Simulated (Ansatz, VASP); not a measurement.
Ag in VASP and in Ansatz

```
CELL_PARAMETERS angstrom
-1.73844 1.73844 1.65565
1.73844 -1.73844 1.65565
1.73844 1.73844 -1.65565
ATOMIC_POSITIONS crystal
Ag 0.00000 0.00000 0.00000
```

Change from the starting cell: strain +0.050 along x and y, +0.000 along z, atoms carried along.

Alike in both runs: task single point; functional LDA; k mesh 20 × 20 × 20; occupations gaussian, width 0.15 eV; no spin polarisation.

```csv
,VASP,Ansatz
version,VASP 6.6.1,Ansatz 0.2.0
potentials or method,"VASP PAW LDA potentials, release 64 (Ag), cutoff 520 eV","scalar-relativistic, plane waves, PAW"
valence electrons in the cell,11,19
```

|  | VASP | Ansatz | Ansatz less VASP |
| --- | --- | --- | --- |
| gap on the k mesh at the Fermi level (eV) | none | none | - |
| pressure (GPa) | -15.6 | -15.8 | -0.19 |
| traceless stress, the component that is largest in VASP (GPa) | -0.43 | -0.43 | -0.006 |

LDA's correlation is that of Perdew and Zunger in VASP and of Perdew and Wang (1992) in Ansatz. A gap of «none» marks a metal or a gap that the smearing closes. VASP's potentials hold 11 valence electrons a cell and Ansatz's 19, so a difference there can come from the potentials and not from the codes.
